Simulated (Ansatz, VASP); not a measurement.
## FeO in VASP and in Ansatz

```
Fe O
1.0
     0.00000    2.15540    2.15540
     2.15540    0.00000    2.15540
     2.15540    2.15540    0.00000
Fe O
1 1
Direct
  0.00000 0.00000 0.00000
  0.50000 0.50000 0.50000
```

Alike in both runs: task single point; functional PBEsol; k mesh 9 × 9 × 9; occupations fermi-dirac, width 0.05 eV; collinear spin; fixed moment 2.2 μB.

```csv
,VASP,Ansatz
version,VASP 6.6.1,Ansatz 0.2.0
potentials or method,"VASP PAW PBE potentials, release 64 (Fe_sv, O)",Ansatz PAW
plane-wave cutoff (eV),600,420
valence electrons in the cell,22,22
```

Ansatz gave:

```
net moment per atom (μB)                                      : 1.10
size of the moment on the site where the two differ most (μB) : 2.05
```

Question: What did VASP give for the same quantities?

Answer: net moment per atom (μB): 1.10; size of the moment on the site where the two differ most (μB): 2.07.

VASP's potentials were made for PBE, not for PBEsol. Site moments also hang on the region over which each program counts them.
